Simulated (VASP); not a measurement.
Wanted: the native input for a VASP 6.6.1 run.

```
Task                   : single point
Functional             : r2SCAN
Potentials or basis    : VASP PAW PBE potentials, release 64 (Zr_sv, As, S)
Cutoff                 : 520 eV
k mesh                 : 6 × 6 × 2
Occupations            : gaussian, width 0.1 eV
Spin                   : no spin polarisation
Dipole correction      : no
Further INCAR settings : ALGO = Normal; EDIFF = 1e-07; NBANDS = 32
```

Zr2As3S:

```xyz
6
Lattice="3.7807 0.0000 0.0000 0.0000 3.7807 0.0000 0.0000 0.0000 8.0263" Properties=species:S:1:pos:R:3 pbc="T T T"
Zr    1.8903    1.8903    5.8480
Zr    0.0000    0.0000    2.1690
As    1.8903    0.0000    8.0147
As    0.0000    1.8903    8.0147
As    1.8903    1.8903    3.0411
S     0.0000    0.0000    5.0176
```

The input as run:

POSCAR

```
Zr2As3S
1.0
    3.7806590000      0.0000000000      0.0000000000
    0.0000000000      3.7806590000      0.0000000000
    0.0000000000      0.0000000000      8.0262870000
Zr As S
2 3 1
Direct
    0.5000000000      0.5000000000      0.7286010000
    0.0000000000      0.0000000000      0.2702390000
    0.5000000000      0.0000000000      0.9985610000
    0.0000000000      0.5000000000      0.9985610000
    0.5000000000      0.5000000000      0.3788870000
    0.0000000000      0.0000000000      0.6251500000
```

INCAR.step1

```
SYSTEM = Zr2As3S
PREC = Accurate
ENCUT = 520
ISMEAR = 0
SIGMA = 0.1
LREAL = .False.
LASPH = .True.
NELM = 100
NBANDS = 32
GGA = PE
ALGO = Normal
EDIFF = 1E-4
LWAVE = .True.
LCHARG = .False.
```

INCAR.step2

```
SYSTEM = Zr2As3S
PREC = Accurate
ENCUT = 520
EDIFF = 1E-7
ISMEAR = 0
SIGMA = 0.1
LREAL = .False.
LASPH = .True.
NELM = 100
ALGO = Normal
ISIF = 2
LWAVE = .False.
LCHARG = .False.
METAGGA = R2SCAN
LMIXTAU = .True.
NBANDS = 32
ISTART = 1
```

KPOINTS

```
Automatic mesh
0
Gamma
  6 6 2
  0 0 0
```

Potentials or basis: VASP PAW PBE potentials, release 64 (Zr_sv, As, S).

Launch:

```sh
$ cat potpaw_PBE.64/Zr_sv/POTCAR potpaw_PBE.64/As/POTCAR potpaw_PBE.64/S/POTCAR > POTCAR
$ cp INCAR.step1 INCAR
$ mpirun -np 1 vasp_std > vasp.out
$ cp INCAR.step2 INCAR
$ mpirun -np 1 vasp_std > vasp.out
```

It gave:

```yaml
Pressure: -1.4 GPa
Largest_force: 0.297 eV/Å
```

Caveat: the k points lie up to 0.39 Å⁻¹ apart; the PAW data sets were made with another functional, which shifts forces and pressure a little.

It took 18 min on 1 thread of AMD EPYC 7571, with other jobs on the host, peak memory 0.22 GiB.
